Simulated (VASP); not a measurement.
# ZnS (Fm-3m) in VASP: further runs, part 2 of 2

VASP 6.6.1. Earlier steps stand in the parts before.

**3. Single point, PBEsol+D4**

Contents of INCAR:

```
SYSTEM = ZnS
ALGO = Normal
EDIFF = 1E-6
ENCUT = 500
GGA = PS
GGA_COMPAT = .FALSE.
ISIF = 2
ISMEAR = -1
IVDW = 13
LASPH = .TRUE.
LCHARG = .TRUE.
LELF = .TRUE.
LREAL = .FALSE.
LVHAR = .TRUE.
LWAVE = .FALSE.
NBANDS = 16
NELM = 120
PREC = Accurate
SIGMA = 0.02
```

Contents of KPOINTS:

```
k-points
0
G
  6 6 6
  0 0 0
```

Contents of POSCAR:

```
ZnS
1.0
    0.0000000000      2.5310227333      2.5310227333
    2.5310227333      0.0000000000      2.5310227333
    2.5310227333      2.5310227333      0.0000000000
Zn S
1 1
Direct
    0.0000000000      0.0000000000      0.0000000000
    0.5000000000      0.5000000000      0.5000000000
```

Potentials or basis: VASP PAW PBE potentials, release 64 (Zn, S).

Started as:

```bash
$ cat potpaw_PBE.64/Zn/POTCAR potpaw_PBE.64/S/POTCAR > POTCAR
$ mpirun -np 1 vasp_std > vasp.out
```

OUTCAR:

```text
SYSTEM = ZnS
   EDIFF = 1E-6
   ENCUT = 500
   GGA = PS
   ISIF = 2
   ISMEAR = -1
   IVDW = 13
   LASPH = .TRUE.
   LREAL = .FALSE.
   NELM = 120
   PREC = Accurate

 ion  position               nearest neighbor table
   1  0.000  0.000  0.000-   2 2.53   2 2.53   2 2.53   2 2.53   2 2.53   2 2.53
   2  0.500  0.500  0.500-   1 2.53   1 2.53   1 2.53   1 2.53   1 2.53   1 2.53

  LATTYP: Found a face centered cubic cell.
 ALAT       =     5.0620454666

  Lattice vectors:

 A1 = (   0.0000000000,   2.5310227333,   2.5310227333)
 A2 = (   2.5310227333,   0.0000000000,   2.5310227333)
 A3 = (   2.5310227333,   2.5310227333,   0.0000000000)

Analysis of symmetry for initial positions (statically):
=====================================================================
 Subroutine PRICEL returns:
 Original cell was already a primitive cell.

 Routine SETGRP: Setting up the symmetry group for a
 face centered cubic supercell.

 Subroutine GETGRP returns: Found 48 space group operations
 (whereof 48 operations were pure point group operations)
 out of a pool of 48 trial point group operations.

The static configuration has the point symmetry O_h .

Analysis of symmetry for dynamics (positions and initial velocities):
=====================================================================
 Subroutine PRICEL returns:
 Original cell was already a primitive cell.

 Routine SETGRP: Setting up the symmetry group for a
 face centered cubic supercell.

 Subroutine GETGRP returns: Found 48 space group operations
 (whereof 48 operations were pure point group operations)
 out of a pool of 48 trial point group operations.

The dynamic configuration has the point symmetry O_h .

 Subroutine INISYM returns: Found 48 space group operations
 (whereof 48 operations are pure point group operations),
 and found     1 'primitive' translations

----------------------------------------------------------------------------------------

                                     Primitive cell

  volume of cell :      32.4278

  direct lattice vectors                    reciprocal lattice vectors
     0.000000000  2.531022733  2.531022733    -0.197548601  0.197548601  0.197548601
     2.531022733  0.000000000  2.531022733     0.197548601 -0.197548601  0.197548601
     2.531022733  2.531022733  0.000000000     0.197548601  0.197548601 -0.197548601

  length of vectors
     3.579406676  3.579406676  3.579406676     0.342164214  0.342164214  0.342164214

  position of ions in fractional coordinates (direct lattice)
     0.000000000  0.000000000  0.000000000
     0.500000000  0.500000000  0.500000000

  ion indices of the primitive-cell ions
   primitive index   ion index
                 1           1
                 2           2

----------------------------------------------------------------------------------------

 KPOINTS: k-points

Automatic generation of k-mesh.
 Grid dimensions read from file:
 generate k-points for:    6    6    6

 Generating k-lattice:

  Cartesian coordinates                     Fractional coordinates (reciprocal lattice)
    -0.032924767  0.032924767  0.032924767     0.166666667  0.000000000  0.000000000
     0.032924767 -0.032924767  0.032924767     0.000000000  0.166666667  0.000000000
     0.032924767  0.032924767 -0.032924767     0.000000000  0.000000000  0.166666667

  Length of vectors
     0.057027369  0.057027369  0.057027369

  Shift w.r.t. Gamma in fractional coordinates (k-lattice)
     0.000000000  0.000000000  0.000000000

 Subroutine IBZKPT returns following result:
 ===========================================

 Found     16 irreducible k-points:

 Following reciprocal coordinates:
            Coordinates               Weight
  0.000000  0.000000  0.000000      1.000000
  0.166667  0.000000  0.000000      8.000000
  0.333333  0.000000  0.000000      8.000000
  0.500000  0.000000  0.000000      4.000000
  0.166667  0.166667  0.000000      6.000000
  0.333333  0.166667  0.000000     24.000000
[... 8 lines left out ...]
 -0.333333  0.333333  0.166667     24.000000
 -0.333333  0.500000  0.166667     12.000000
   k-points           NKPTS =     16   k-points in BZ     NKDIM =     16   number of bands    NBANDS=     16
   number of dos      NEDOS =    301   number of ions     NIONS =      2
   total plane-waves  NPLWV =  21952
   dimension x,y,z NGX =    28 NGY =   28 NGZ =   28
   dimension x,y,z NGXF=    56 NGYF=   56 NGZF=   56
   ions per type =               1   1
   NGX,Y,Z   is equivalent  to a cutoff of  13.00, 13.00, 13.00 a.u.
   NGXF,Y,Z  is equivalent  to a cutoff of  26.01, 26.01, 26.01 a.u.
 SYSTEM =  ZnS
   PREC   = accura    normal or accurate (medium, high low for compatibility)
   ISTART =      0    job   : 0-new  1-cont  2-samecut
   ICHARG =      2    charge: 1-file 2-atom 10-const
   ISPIN  =      1    spin polarized calculation?
   LNONCOLLINEAR =      F non collinear calculations
   LSORBIT =      F    spin-orbit coupling
   LASPH  =      T    aspherical Exc in radial PAW
   ENCUT  =  500.0 eV  36.75 Ry    6.06 a.u.   6.53  6.53  6.53*2*pi/ulx,y,z
   NELM   =    120;   NELMIN=  2; NELMDL= -5     # of ELM steps
   EDIFF  = 0.1E-05   stopping-criterion for ELM
   LREAL  =      F    real-space projection
   EDIFFG = 0.1E-04   stopping-criterion for IOM
   NSW    =      0    number of steps for IOM
   IBRION =     -1    ionic relax: 0-MD 1-quasi-New 2-CG
   NFREE  =      0    steps in history (QN), initial steepest desc. (CG)
   ISIF   =      2    stress and relaxation
   ISYM   =      2    0-nonsym 1-usesym 2-fastsym
   POTIM  = 0.5000    time-step for ionic-motion
   TEBEG  =    0.0;   TEEND  =   0.0 temperature during run
   PSTRESS=    0.0 pullay stress
   NELECT =      18.0000    total number of electrons
   NUPDOWN=      -1.0000    fix difference up-down
   EMIN   =  10.00;   EMAX   =-10.00  energy-range for DOS
   EFERMI =   0.00;   METHOD = LEGACY
   ISMEAR =    -1;   SIGMA  =   0.02  broadening in eV -4-tet -1-fermi 0-gaus
   EFERMI_NEDOS =   21; number of points for ismear=-14 and -15
   IALGO  =     38    algorithm
   IMIX   =      4    mixing-type and parameters
     AMIX     =   0.40;   BMIX     =  1.00
     AMIX_MAG =   1.60;   BMIX_MAG =  1.00
  volume/ion in A,a.u.               =      16.21       109.42
  Fermi-wavevector in a.u.,A,eV,Ry     =   1.345425  2.542485 24.628851  1.810169
  Thomas-Fermi vector in A             =   2.473339
   LORBIT       =      0    0 simple, 1 ext, 2 COOP (PROOUT), +10 PAW based schemes
   GGA     = PS    functional components
   LHFCALC =     F    Hartree Fock is set to
   AEXX    =    0.0000 exact exchange contribution
   IVDW    =    13    specifies the selected vdW correction
   LEPSILON=     F    determine dielectric tensor
   LRPA    =     F    only Hartree local field effects (RPA)
 non-spin polarized calculation
  energy-cutoff  :      500.00
  volume of cell :       32.43
 maximum number of plane-waves:       869
 NGX is ok and might be reduce to    28
   NGX = 13   NGY = 13   NGZ = 13

 number of electron      18.0000013 magnetization

 Free energy of the ion-electron system (eV)
  ---------------------------------------------------
  ext. energy  EPLUGINS =         0.00000000
  ---------------------------------------------------
  free energy    TOTEN  =        -7.03739738 eV

  energy without entropy =       -7.03611420  energy(sigma->0) =       -7.03675579

 E-fermi :   3.9886     XC(G=0): -11.0855

 val. band max:        3.9663322828   @ k =  -0.1667   0.1667   0.0000
 cond. band min:       5.0836934809   @ k =   0.3333   0.3333   0.0000
 fundamental gap:      1.1173611982
 Fermi energy:         3.9886043398

 k-point     1 :       0.0000    0.0000    0.0000
  band No.  band energies     occupation
      1     -10.0131      2.00000
      2      -2.3546      2.00000
      3      -2.3546      2.00000
      4      -2.3407      2.00000
      5      -2.3407      2.00000
      6      -2.3407      2.00000
[... 8 lines left out ...]
     15      15.5313      0.00000
     16      15.5313      0.00000
[... 267 lines left out ...]
 k-point    16 :      -0.3333    0.5000    0.1667
  band No.  band energies     occupation
      1      -7.9598      2.00000
      2      -2.4995      2.00000
      3      -2.4897      2.00000
      4      -2.3602      2.00000
      5      -2.1120      2.00000
      6      -1.7743      2.00000
[... 8 lines left out ...]
     15      19.0705      0.00000
     16      20.0416      0.00000

------------------------ aborting loop because EDIFF is reached ----------------------------------------

  DFT-D4 for vdW energy calculation

  Edisp (eV):   -0.41883

  FORCE on cell =-STRESS in cart. coord.  units (eV):
  Direction    XX          YY          ZZ          XY          YZ          ZX
  --------------------------------------------------------------------------------------
  -------------------------------------------------------------------------------------
  Total      -0.83176    -0.83176    -0.83176     0.00000     0.00000     0.00000
  in kB     -41.09524   -41.09524   -41.09524     0.00000     0.00000     0.00000
  external pressure =      -41.10 kB  Pullay stress =        0.00 kB

 VOLUME and BASIS-vectors are now :
 -----------------------------------------------------------------------------
  energy-cutoff  :      500.00
  volume of cell :       32.43
      direct lattice vectors                 reciprocal lattice vectors
     0.000000000  2.531022733  2.531022733    -0.197548601  0.197548601  0.197548601
     2.531022733  0.000000000  2.531022733     0.197548601 -0.197548601  0.197548601
     2.531022733  2.531022733  0.000000000     0.197548601  0.197548601 -0.197548601

 POSITION                                       TOTAL-FORCE (eV/Angst)
 -----------------------------------------------------------------------------------
      0.00000      0.00000      0.00000         0.000000      0.000000      0.000000
      2.53102      2.53102      2.53102        -0.000000     -0.000000     -0.000000
 -----------------------------------------------------------------------------------
    total drift:                               -0.000000      0.000000      0.000000

  FREE ENERGIE OF THE ION-ELECTRON SYSTEM (eV)
  ---------------------------------------------------
  free  energy   TOTEN  =        -7.4562234879 eV

  energy  without entropy=       -7.4549403028  energy(sigma->0) =       -7.45558190
```

OSZICAR:

```text
N       E                     dE             d eps       ncg     rms          rms(c)
DAV:   1     0.857802863722E+02    0.85780E+02   -0.88350E+03   512   0.139E+03
DAV:   2    -0.259542394720E+01   -0.88376E+02   -0.82675E+02   592   0.258E+02
DAV:   3    -0.743164713923E+01   -0.48362E+01   -0.48085E+01   584   0.596E+01
DAV:   4    -0.747689749822E+01   -0.45250E-01   -0.45237E-01   664   0.590E+00
DAV:   5    -0.747729626075E+01   -0.39876E-03   -0.39876E-03   568   0.563E-01    0.702E+00
DAV:   6    -0.706392596309E+01    0.41337E+00   -0.80780E-01   720   0.305E+01    0.550E+00
DAV:   7    -0.704201867146E+01    0.21907E-01   -0.15764E-01   608   0.432E+00    0.262E+00
DAV:   8    -0.703764445525E+01    0.43742E-02   -0.46608E-03   744   0.110E+00    0.477E-01
DAV:   9    -0.703738219168E+01    0.26226E-03   -0.10450E-03   616   0.301E-01    0.656E-02
DAV:  10    -0.703740556624E+01   -0.23375E-04   -0.12863E-04   632   0.107E-01    0.223E-02
DAV:  11    -0.703739749265E+01    0.80736E-05   -0.18645E-05   752   0.616E-02    0.469E-03
DAV:  12    -0.703739738323E+01    0.10942E-06   -0.22388E-06   560   0.113E-02
   1 F= -.74562235E+01 E0= -.74555819E+01  d E =-.128319E-02
```

stdout:

```text
POSCAR found type information on POSCAR ZnS
 POSCAR found :  2 types and       2 ions
 scaLAPACK will be used
 -----------------------------------------------------------------------------
|                                                                             |
|                                                                             |
|     You enforced a specific xc type in the INCAR file but a different       |
|     I HOPE YOU KNOW WHAT YOU ARE DOING!                                     |
|                                                                             |
 -----------------------------------------------------------------------------

 LDA part: xc-table for (Slater+PW92), standard interpolation
 POSCAR, INCAR and KPOINTS ok, starting setup
 FFT: planning ... GRIDC
 FFT: planning ... GRID_SOFT
 FFT: planning ... GRID
 WAVECAR not read
 entering main loop
```

Run time: 7 s. Hardware: 1 thread of Intel Xeon 6975P-C (Granite Rapids), shared host; peak memory 0.15 GiB.

Results:

```yaml
Free_energy: -7.4562 eV
Pressure: -4.1 GPa
Band_gap_on_the_k_mesh: zero (band 9 reaches 3.97 eV, above the bottom of band 10 at 3.58 eV)
Dispersion_energy_per_atom: -0.209 eV
```

Caveat: the PAW data sets were made with another functional, which shifts forces and pressure a little; pairwise dispersion overbinds metals, which lowers pressure and volume.

**4. Single point, PBEsol**

Contents of INCAR:

```
SYSTEM = ZnS
ALGO = Normal
EDIFF = 1E-6
ENCUT = 500
GGA = PS
GGA_COMPAT = .FALSE.
ISIF = 2
ISMEAR = 1
LASPH = .TRUE.
LCHARG = .FALSE.
LREAL = .FALSE.
LWAVE = .FALSE.
NBANDS = 16
NELM = 120
PREC = Accurate
SIGMA = 0.001
```

KPOINTS is that of step 3.

POSCAR is that of step 3.

Started as:

```bash
$ cat potpaw_PBE.64/Zn/POTCAR potpaw_PBE.64/S/POTCAR > POTCAR
$ mpirun -np 1 vasp_std > vasp.out
```

Wall time 5.7 s (1 thread of Intel Xeon 6975P-C (Granite Rapids), shared host); peak memory 0.15 GiB.

It converged, with:

* Free energy: -7.0362 eV
* Pressure: -2.1 GPa
* Band gap on the k mesh: zero (band 9 reaches 3.97 eV, above the bottom of band 10 at 3.58 eV)

Levels at points of the mesh, in eV from the Fermi level:
| k point | band 5 | band 6 | band 7 | band 8 | band 9 | band 10 | band 11 | band 12 | band 13 | band 14 |
| --- | --- | --- | --- | --- | --- | --- | --- | --- | --- | --- |
| (0.00, 0.00, 0.00) | -6.31 | -6.31 | -0.61 | -0.61 | -0.61 | 1.86 | 8.98 | 8.98 | 8.98 | 11.56 |
| (0.50, 0.00, 0.00) | -6.13 | -6.13 | -5.42 | -0.09 | -0.09 | 3.73 | 5.48 | 5.48 | 7.53 | 13.28 |
| (0.50, 0.50, 0.00) | -6.08 | -5.64 | -5.40 | -2.61 | -2.61 | -0.38 | 5.26 | 11.85 | 12.39 | 12.39 |

Caveat: the PAW data sets were made with another functional, which shifts forces and pressure a little.

**5. Single point, PBEsol**

Contents of INCAR:

```
SYSTEM = ZnS
PREC     = Accurate       ! precision mode
ENCUT    = 500            ! plane-wave cutoff, eV
EDIFF    = 1E-6           ! SCF threshold, eV
ISMEAR   = -1             ! smearing method
SIGMA    = 0.05           ! smearing width, eV
LREAL    = .FALSE.        ! projectors in reciprocal space
LASPH    = .TRUE.         ! aspherical terms in the spheres
NELM     = 120            ! most SCF steps
ALGO     = Normal         ! electronic algorithm
ISIF     = 2              ! what is computed and relaxed
LWAVE    = .FALSE.        ! write WAVECAR
LCHARG   = .FALSE.        ! write CHGCAR
GGA      = PS             ! functional
NBANDS   = 16             ! bands
GGA_COMPAT= .FALSE.
```

Contents of KPOINTS:

```
Automatic mesh
0
G
  6 6 6
  0 0 0
```

POSCAR is that of step 4.

Started as:

```bash
$ cat potpaw_PBE.64/Zn/POTCAR potpaw_PBE.64/S/POTCAR > POTCAR
$ mpirun -np 1 vasp_std > vasp.out
```

It took 5.6 s on 1 thread of Intel Xeon 6975P-C (Granite Rapids), shared host; peak memory 0.15 GiB.

Results (log left out):

- Free energy: -7.0395 eV
- Pressure: -2.1 GPa
- Band gap on the k mesh: zero (band 9 reaches 3.97 eV, above the bottom of band 10 at 3.58 eV)

Levels at points of the mesh, in eV from the Fermi level:
```
           k point  band 5  band 6  band 7  band 8  band 9  band 10  band 11  band 12  band 13  band 14
(0.00, 0.00, 0.00)   -6.37   -6.37   -0.68   -0.68   -0.68     1.80     8.91     8.91     8.91    11.50
(0.50, 0.00, 0.00)   -6.20   -6.20   -5.48   -0.15   -0.15     3.66     5.41     5.41     7.47    13.21
(0.50, 0.50, 0.00)   -6.15   -5.70   -5.47   -2.67   -2.67    -0.45     5.20    11.79    12.32    12.32
```

Caveat: the PAW data sets were made with another functional, which shifts forces and pressure a little.

**6. Summary**

| level | smearing | gap on the mesh (eV) | pressure (GPa) |
| --- | --- | --- | --- |
| PBEsol+D3(BJ) | fermi-dirac 0.02 eV | none | -5.3 |
| PBEsol+D4 | fermi-dirac 0.02 eV | none | -4.1 |
| PBEsol | methfessel-paxton 0.001 eV | none | -2.1 |
| PBEsol | fermi-dirac 0.05 eV | none | -2.1 |

Alike in all rows: task single point; potentials or basis VASP PAW PBE potentials, release 64 (Zn, S); no spin polarisation; cell as given; k mesh 6 × 6 × 6; cutoff (eV) 500.

Every run on the cell as given and a fine mesh finds a metal. The pressure there spans -5.3 GPa (PBEsol+D3(BJ)) to -2.1 GPa (PBEsol); a positive pressure means that this level wants a larger cell, a negative one a smaller.

Caveats: the PAW data sets were made with another functional, which shifts forces and pressure a little; pairwise dispersion overbinds metals, which lowers pressure and volume (some runs).

Total energies depend on the potentials used, so only differences within one code and one set of settings carry meaning.
